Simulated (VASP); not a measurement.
Fe:

```xyz
2
Lattice="2.3470 0.0000 0.0000 -1.1735 2.0326 0.0000 0.0000 0.0000 3.7970" Properties=species:S:1:pos:R:3 pbc="T T T"
Fe    0.0000    1.3550    0.9493
Fe    1.1735    0.6775    2.8478
```

This isn't the form of Fe at room conditions, which is bcc.

Base run:

| Property | Result |
| --- | --- |
| Program | VASP 6.6.1 |
| Functional | PBEsol |
| Potentials or basis | VASP PAW PBE potentials, release 64 (Fe) |
| Cutoff | 520 eV |
| k mesh | 14 × 14 × 8 |
| Occupations | fermi-dirac, width 0.1 eV |
| Spin | collinear spin, ferromagnetic start |
| Starting moments | [0.5, 0.5] μB |
| Fixed moment | 1 μB |

Its results: pressure 34.1 GPa; site moments Fe +0.49 μB.

**Question.** The run is repeated on the same cell with these changes: fixed moment from 1 μB to 2.8 μB; moments at the start from [0.5, 0.5] to [1.4, 1.4]. What comes out?

**Answer.** Pressure 52.5 GPa; site moments Fe +1.37 μB.

Caveats: the cell stands under pressure; the PAW data sets were made with another functional, which shifts forces and pressure a little; the total moment is fixed, so each spin has its own Fermi level.
